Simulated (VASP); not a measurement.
# Bi2Te3 (R3m) in VASP: further runs

The runs below take Bi2Te3 through electric field gradients, with PBE.

Program: VASP 6.6.1. These are calculated values, not measurements. Logs are shortened: lines on timing, memory, paths and dates and some standing lists are left out, and cuts for length are marked.

**1. The cell of the first run**

It takes space group R3m (No. 160, trigonal). The conventional cell has a = 4.402 Å, b = 4.402 Å, c = 29.740 Å, α = 90.00°, β = 90.00°, γ = 120.00°. Bi (site symmetry 3m) has 3 Te at 3.02 Å and 3 Bi at 3.41 Å within 4.0 Å. Bi (site symmetry 3m) has 9 Te at 3.26 to 4.66 Å and 9 Bi at 3.41 to 4.40 Å within 4.7 Å. Te (site symmetry 3m) has 6 Te at 3.03 to 3.43 Å within 4.0 Å. Te (site symmetry 3m) has 3 Bi at 3.02 Å and 3 Te at 3.43 Å within 4.0 Å. Te (site symmetry 3m) has 3 Te at 3.03 Å and 3 Bi at 3.26 Å within 4.0 Å.

**2. Electric field gradients, PBE (33.28 Å³/atom)**

INCAR reads:

```
SYSTEM = Bi2Te3
  ALGO = Normal
  EDIFF = 1E-8
  ENCUT = 520
  GGA = PE
  ISIF = 2
  ISMEAR = -1
  LASPH = .True.
  LCHARG = .False.
  LEFG = .True.
  LREAL = .False.
  LWAVE = .False.
  NBANDS = 32
  NELM = 60
  PREC = Accurate
  SIGMA = 0.08
```

KPOINTS reads:

```
k-points
0
Gamma
  8 8 8
  0 0 0
```

POSCAR reads:

```
Bi2Te3
1.0
    2.2011149069      1.2708142840      9.9134032967
   -2.2011149069      1.2708142840      9.9134032967
    0.0000000000     -2.5416285680      9.9134032967
Bi Te
2 3
Direct
    0.8120000000      0.8120000000      0.8120000000
    0.4020000000      0.4020000000      0.4020000000
    0.6110000000      0.6110000000      0.6110000000
    0.2000000000      0.2000000000      0.2000000000
    0.0000000000      0.0000000000      0.0000000000
```

Potentials or basis: VASP PAW PBE potentials, release 64 (Bi_d, Te).

Command:

```
$ cat potpaw_PBE.64/Bi_d/POTCAR potpaw_PBE.64/Te/POTCAR > POTCAR
$ mpirun -np 1 vasp_std > vasp.out
```

OUTCAR:

```text
SYSTEM = Bi2Te3
   EDIFF = 1E-8
   ENCUT = 520
   GGA = PE
   ISIF = 2
   ISMEAR = -1
   LASPH = .True.
   LREAL = .False.
   NELM = 60
   PREC = Accurate

 ion  position               nearest neighbor table
   1  0.812  0.812  0.812-   4 3.02   4 3.02   4 3.02   2 3.41   2 3.41   2 3.41
   2  0.402  0.402  0.402-   5 3.26   5 3.26   5 3.26   1 3.41   1 3.41   1 3.41
   3  0.611  0.611  0.611-   5 3.03   5 3.03   5 3.03   4 3.43   4 3.43   4 3.43
   4  0.200  0.200  0.200-   1 3.02   1 3.02   1 3.02   3 3.43   3 3.43   3 3.43
   5  0.000  0.000  0.000-   3 3.03   3 3.03   3 3.03   2 3.26   2 3.26   2 3.26

  LATTYP: Found a trigonal (rhomboedric) cell.
 ALAT       =    10.2340334522
 COS(alpha) =     0.9074829532

  Lattice vectors:

 A1 = (   2.2011149069,   1.2708142840,   9.9134032967)
 A2 = (  -2.2011149069,   1.2708142840,   9.9134032967)
 A3 = (   0.0000000000,  -2.5416285680,   9.9134032967)

Analysis of symmetry for initial positions (statically):
=====================================================================
 Subroutine PRICEL returns:
 Original cell was already a primitive cell.

 Routine SETGRP: Setting up the symmetry group for a
 trigonal (rhombohedral) supercell.

 Subroutine GETGRP returns: Found  6 space group operations
 (whereof  6 operations were pure point group operations)
 out of a pool of 12 trial point group operations.

The static configuration has the point symmetry C_3v.

Analysis of symmetry for dynamics (positions and initial velocities):
=====================================================================
 Subroutine PRICEL returns:
 Original cell was already a primitive cell.

 Routine SETGRP: Setting up the symmetry group for a
 trigonal (rhombohedral) supercell.

 Subroutine GETGRP returns: Found  6 space group operations
 (whereof  6 operations were pure point group operations)
 out of a pool of 12 trial point group operations.

The dynamic configuration has the point symmetry C_3v.

 Subroutine INISYM returns: Found  6 space group operations
 (whereof  6 operations are pure point group operations),
 and found     1 'primitive' translations

[... 147 lines left out ...]

 E-fermi :   6.5911     XC(G=0):  -9.4478

 val. band max:        6.5558242036   @ k =   0.5000   0.5000   0.3750
 cond. band min:       6.6103481406   @ k =   0.1250   0.1250   0.1250
 fundamental gap:      0.0545239371
 Fermi energy:         6.5910684972

 k-point     1 :       0.0000    0.0000    0.0000
  band No.  band energies     occupation
      1     -16.5777      2.00000
      2     -16.5777      2.00000
      3     -16.5493      2.00000
      4     -16.5493      2.00000
      5     -16.5441      2.00000
      6     -15.9804      2.00000
[... 829 lines left out ...]
     31      10.3199      0.00000
     32      11.5944      0.00000

 [... further k-points ...]

------------------------ aborting loop because EDIFF is reached ----------------------------------------

  FORCE on cell =-STRESS in cart. coord.  units (eV):
  Direction    XX          YY          ZZ          XY          YZ          ZX
  --------------------------------------------------------------------------------------
  -------------------------------------------------------------------------------------
  Total        2.5827325      2.5827325      1.6398968      0.0000000      0.0000000      0.0000000
  in kB       24.8708813     24.8708813     15.7916781      0.0000000      0.0000000      0.0000000
  external PRESSURE =      21.8444802 kB  Pullay stress =       0.0000000 kB

 VOLUME and BASIS-vectors are now :
 -----------------------------------------------------------------------------
  energy-cutoff  :      520.00
  volume of cell :      166.38
      direct lattice vectors                 reciprocal lattice vectors
     2.201114907  1.270814284  9.913403297     0.227157609  0.131149507  0.033624511
    -2.201114907  1.270814284  9.913403297    -0.227157609  0.131149507  0.033624511
     0.000000000 -2.541628568  9.913403297     0.000000000 -0.262299014  0.033624511

 POSITION                                       TOTAL-FORCE (eV/Angst)
 -----------------------------------------------------------------------------------
      0.00000      0.00000     24.14905         0.000000     -0.000000     -0.917752
      0.00000      0.00000     11.95556         0.000000     -0.000000     -0.423974
      0.00000      0.00000     18.17127         0.000000     -0.000000     -0.766868
      0.00000      0.00000      5.94804         0.000000      0.000000      0.867783
      0.00000      0.00000      0.00000         0.000000     -0.000000      1.240811
 -----------------------------------------------------------------------------------
    total drift:                               -0.000000     -0.000000      0.000366

  FREE ENERGIE OF THE ION-ELECTRON SYSTEM (eV)
  ---------------------------------------------------
  free  energy   TOTEN  =       -16.8994507670 eV

  energy  without entropy=      -16.8658374602  energy(sigma->0) =      -16.88264411

 Electric field gradients (V/A^2)
---------------------------------------------------------------------
 ion       V_xx      V_yy      V_zz      V_xy      V_xz      V_yz
---------------------------------------------------------------------
   1      25.393    25.393   -50.787     0.000     0.000     0.000
   2       0.698     0.698    -1.397     0.000     0.000     0.000
   3      -4.143    -4.143     8.287    -0.000    -0.000     0.000
   4      -7.147    -7.147    14.294    -0.000    -0.000     0.000
   5     -11.930   -11.930    23.860     0.000    -0.000     0.000
---------------------------------------------------------------------

 Electric field gradients after diagonalization (V/A^2)
 (convention: |V_zz| > |V_xx| > |V_yy|)
----------------------------------------------------------------------
 ion       V_xx      V_yy      V_zz     asymmetry (V_yy - V_xx)/ V_zz
----------------------------------------------------------------------
   1      25.393    25.393   -50.787       0.000
   2       0.698     0.698    -1.397       0.000
   3      -4.143    -4.143     8.287       0.000
   4      -7.147    -7.147    14.294       0.000
   5     -11.930   -11.930    23.860       0.000
----------------------------------------------------------------------

           NMR quadrupolar parameters

 Cq : quadrupolar parameter    Cq=e*Q*V_zz/h
 eta: asymmetry parameters     (V_yy - V_xx)/ V_zz
 Q  : nuclear electric quadrupole moment in mb (millibarn)
----------------------------------------------------------------------
 ion       Cq(MHz)       eta       Q (mb)
----------------------------------------------------------------------
   1      -0.123       0.000       1.000
   2      -0.003       0.000       1.000
   3       0.020       0.000       1.000
   4       0.035       0.000       1.000
   5       0.058       0.000       1.000
----------------------------------------------------------------------
```

stdout:

```text
POSCAR found type information on POSCAR BiTe
 POSCAR found :  2 types and       5 ions
 scaLAPACK will be used
 LDA part: xc-table for (Slater+PW92), standard interpolation
 POSCAR, INCAR and KPOINTS ok, starting setup
 FFT: planning ... GRIDC
 FFT: planning ... GRID_SOFT
 FFT: planning ... GRID
 WAVECAR not read
 entering main loop
ion   1

ion   2

ion   3

ion   4

ion   5
```

Wall time 31 min (1 thread of Intel Xeon Platinum 8375C at 2.90GHz (Ice Lake), shared host); peak memory 1.1 GiB.

Results:

```yaml
Free_energy: -16.8995 eV
Pressure: 2.2 GPa
Largest_force: 1.241 eV/Å
Band_gap_on_the_k_mesh: zero (bands 24 and 25 overlap by 0.17 eV)
Largest_electric_field_gradient_by_atom: Bi -50.8, -1.4; Te +8.3, +14.3, +23.9 V/Å²
```

Forces on the atoms (eV/Å):
```
Bi   0.000  0.000 -0.918
Bi   0.000  0.000 -0.424
Te   0.000  0.000 -0.767
Te   0.000  0.000  0.868
Te   0.000  0.000  1.241
```

Electric field gradients, principal values (V/Å²):
```tsv
atom	least	middle	greatest (by size)
1 Bi	25.393	25.393	-50.787
2 Bi	0.698	0.698	-1.397
3 Te	-4.143	-4.143	8.287
4 Te	-7.147	-7.147	14.294
5 Te	-11.930	-11.930	23.860
```

Caveat: without QUAD_EFG the Cq values of the log hold for a quadrupole moment of 1 mb, not for the nuclei; spin-orbit coupling is left out, which moves the levels of the heavy elements; forces of over 1 eV/Å act on the atoms, so gaps and moduli don't describe the material at rest.

**3. Electric field gradients, PBE (equal xx and yy strain of -1 %)**

INCAR reads:

```
SYSTEM = Bi2Te3
PREC = Accurate
ENCUT = 520
EDIFF = 1E-8
ISMEAR = -1
SIGMA = 0.08
LREAL = .False.
LASPH = .True.
NELM = 60
ALGO = Normal
ISIF = 2
LWAVE = .False.
LCHARG = .False.
GGA = PE
LEFG = .True.
NBANDS = 32
```

KPOINTS reads:

```
Automatic mesh
0
Gamma
  8 8 8
  0 0 0
```

POSCAR: that of step 2 with these lines changed.

```diff
@@ -2,5 +2,5 @@
 1.0
-    2.2011149069      1.2708142840      9.9134032967
-   -2.2011149069      1.2708142840      9.9134032967
-    0.0000000000     -2.5416285680      9.9134032967
+    2.1864162414      1.2623280055      9.9466700000
+   -2.1864162414      1.2623280055      9.9466700000
+    0.0000000000     -2.5246560110      9.9466700000
 Bi Te
```

Potentials or basis: VASP PAW PBE potentials, release 64 (Bi_d, Te).

Command:

```
$ cat potpaw_PBE.64/Bi_d/POTCAR potpaw_PBE.64/Te/POTCAR > POTCAR
$ mpirun -np 1 vasp_std > vasp.out
```

OUTCAR:

```text
SYSTEM = Bi2Te3
   PREC = Accurate
   ENCUT = 520
   EDIFF = 1E-8
   ISMEAR = -1
   LREAL = .False.
   LASPH = .True.
   NELM = 60
   ISIF = 2
   GGA = PE

 ion  position               nearest neighbor table
   1  0.812  0.812  0.812-   4 3.01   4 3.01   4 3.01   2 3.41   2 3.41   2 3.41
   2  0.402  0.402  0.402-   5 3.25   5 3.25   5 3.25   1 3.41   1 3.41   1 3.41
   3  0.611  0.611  0.611-   5 3.02   5 3.02   5 3.02   4 3.43   4 3.43   4 3.43
   4  0.200  0.200  0.200-   1 3.01   1 3.01   1 3.01   3 3.43   3 3.43   3 3.43
   5  0.000  0.000  0.000-   3 3.02   3 3.02   3 3.02   2 3.25   2 3.25   2 3.25

  LATTYP: Found a trigonal (rhomboedric) cell.
 ALAT       =    10.2620725033
 COS(alpha) =     0.9092126107

  Lattice vectors:

 A1 = (   2.1864162414,   1.2623280055,   9.9466700000)
 A2 = (  -2.1864162414,   1.2623280055,   9.9466700000)
 A3 = (   0.0000000000,  -2.5246560110,   9.9466700000)

Analysis of symmetry for initial positions (statically):
=====================================================================
 Subroutine PRICEL returns:
 Original cell was already a primitive cell.
[... 1050 lines left out ...]
      0.00000      0.00000      0.00000         0.000000     -0.000000      1.296579
 -----------------------------------------------------------------------------------
    total drift:                               -0.000000     -0.000000      0.000594

  FREE ENERGIE OF THE ION-ELECTRON SYSTEM (eV)
  ---------------------------------------------------
  free  energy   TOTEN  =       -16.8665884458 eV

  energy  without entropy=      -16.8339569832  energy(sigma->0) =      -16.85027271

 Electric field gradients (V/A^2)
---------------------------------------------------------------------
 ion       V_xx      V_yy      V_zz      V_xy      V_xz      V_yz
---------------------------------------------------------------------
   1      20.771    20.771   -41.542    -0.000     0.000     0.000
   2      -4.731    -4.731     9.462     0.000     0.000     0.000
   3      -8.346    -8.346    16.692    -0.000    -0.000     0.000
   4     -10.199   -10.199    20.397    -0.000    -0.000     0.000
   5     -16.587   -16.587    33.175     0.000    -0.000     0.000
---------------------------------------------------------------------

 Electric field gradients after diagonalization (V/A^2)
 (convention: |V_zz| > |V_xx| > |V_yy|)
----------------------------------------------------------------------
 ion       V_xx      V_yy      V_zz     asymmetry (V_yy - V_xx)/ V_zz
----------------------------------------------------------------------
   1      20.771    20.771   -41.542       0.000
   2      -4.731    -4.731     9.462       0.000
   3      -8.346    -8.346    16.692       0.000
   4     -10.199   -10.199    20.397       0.000
   5     -16.587   -16.587    33.175       0.000
----------------------------------------------------------------------

           NMR quadrupolar parameters

 Cq : quadrupolar parameter    Cq=e*Q*V_zz/h
 eta: asymmetry parameters     (V_yy - V_xx)/ V_zz
 Q  : nuclear electric quadrupole moment in mb (millibarn)
----------------------------------------------------------------------
 ion       Cq(MHz)       eta       Q (mb)
----------------------------------------------------------------------
   1      -0.100       0.000       1.000
   2       0.023       0.000       1.000
   3       0.040       0.000       1.000
   4       0.049       0.000       1.000
   5       0.080       0.000       1.000
----------------------------------------------------------------------
```

OSZICAR:

```text
N       E                     dE             d eps       ncg     rms          rms(c)
DAV:   1     0.437167190253E+03    0.43717E+03   -0.21656E+04  4160   0.146E+03
DAV:   2     0.288413139983E+02   -0.40833E+03   -0.39278E+03  4328   0.381E+02
DAV:   3    -0.149623771744E+02   -0.43804E+02   -0.41911E+02  5344   0.137E+02
DAV:   4    -0.168237036699E+02   -0.18613E+01   -0.18522E+01  4688   0.302E+01
DAV:   5    -0.169105049783E+02   -0.86801E-01   -0.86791E-01  6160   0.650E+00    0.136E+01
DAV:   6    -0.168585402114E+02    0.51965E-01   -0.80820E-02  4976   0.562E+00    0.860E+00
DAV:   7    -0.168680931665E+02   -0.95530E-02   -0.85151E-02  5064   0.187E+00    0.668E-01
DAV:   8    -0.168665855699E+02    0.15076E-02   -0.68305E-03  4736   0.646E-01    0.512E-01
DAV:   9    -0.168666027515E+02   -0.17182E-04   -0.19665E-03  4896   0.326E-01    0.182E-01
DAV:  10    -0.168665867933E+02    0.15958E-04   -0.18527E-04  4776   0.119E-01    0.553E-02
DAV:  11    -0.168665879044E+02   -0.11111E-05   -0.47648E-05  5200   0.422E-02    0.236E-02
DAV:  12    -0.168665885004E+02   -0.59599E-06   -0.23300E-05  4632   0.312E-02    0.167E-02
DAV:  13    -0.168665883935E+02    0.10691E-06   -0.20328E-06  5856   0.107E-02    0.451E-03
DAV:  14    -0.168665884852E+02   -0.91720E-07   -0.55006E-07  4088   0.333E-03    0.235E-03
DAV:  15    -0.168665884352E+02    0.50068E-07   -0.14664E-07  4584   0.247E-03    0.578E-04
DAV:  16    -0.168665884514E+02   -0.16270E-07   -0.62580E-09  3312   0.556E-04    0.310E-04
DAV:  17    -0.168665884458E+02    0.56634E-08   -0.84421E-09  2904   0.513E-04
   1 F= -.16866588E+02 E0= -.16850273E+02  d E =-.326315E-01
```

stdout:

```text
POSCAR found type information on POSCAR BiTe
 POSCAR found :  2 types and       5 ions
 scaLAPACK will be used
 LDA part: xc-table for (Slater+PW92), standard interpolation
 POSCAR, INCAR and KPOINTS ok, starting setup
 FFT: planning ... GRIDC
 FFT: planning ... GRID_SOFT
 FFT: planning ... GRID
 WAVECAR not read
 entering main loop
ion   1

ion   2

ion   3

ion   4

ion   5
```

Wall time 53 min (1 thread of Oxide Virtual Turin-like, shared host); peak memory 1 GiB.

What came out:

| Quantity | Value |
| --- | --- |
| Free energy | -16.8666 eV |
| Pressure | 2.7 GPa |
| Largest force | 1.297 eV/Å |
| Band gap on the k mesh | zero (bands 24 and 25 overlap by 0.16 eV) |
| Largest electric field gradient by atom | Bi -41.5, +9.5; Te +16.7, +20.4, +33.2 V/Å² |

Forces on the atoms (eV/Å):
```
Bi   0.000  0.000 -0.976
Bi   0.000  0.000 -0.435
Te   0.000  0.000 -0.815
Te   0.000  0.000  0.929
Te   0.000  0.000  1.297
```

Stress tensor (GPa, compression positive):
```
3.11 0.00 0.00
0.00 3.11 0.00
0.00 0.00 2.00
```

Levels at points of the mesh, in eV from the Fermi level:
```csv
k point,band 22,band 23,band 24,band 25,band 26,band 27
"(0.00, 0.00, 0.00)",-0.47,-0.47,-0.43,-0.05,0.30,0.30
"(0.50, 0.00, 0.00)",-2.31,-0.34,-0.27,-0.14,0.44,2.50
"(0.50, 0.50, 0.00)",-1.88,-1.11,-0.58,0.28,1.10,1.76
"(0.50, 0.50, 0.50)",-0.87,-0.71,-0.71,0.44,0.87,0.87
```

Electric field gradients, principal values (V/Å²):
| atom | least | middle | greatest (by size) |
| --- | --- | --- | --- |
| 1 Bi | 20.771 | 20.771 | -41.542 |
| 2 Bi | -4.731 | -4.731 | 9.462 |
| 3 Te | -8.346 | -8.346 | 16.692 |
| 4 Te | -10.199 | -10.199 | 20.397 |
| 5 Te | -16.587 | -16.587 | 33.175 |

Caveat: the cell differs from its parent crystal (equal xx and yy strain of -1 %); without QUAD_EFG the Cq values of the log hold for a quadrupole moment of 1 mb, not for the nuclei; spin-orbit coupling is left out, which moves the levels of the heavy elements; forces of over 1 eV/Å act on the atoms, so gaps and moduli don't describe the material at rest.
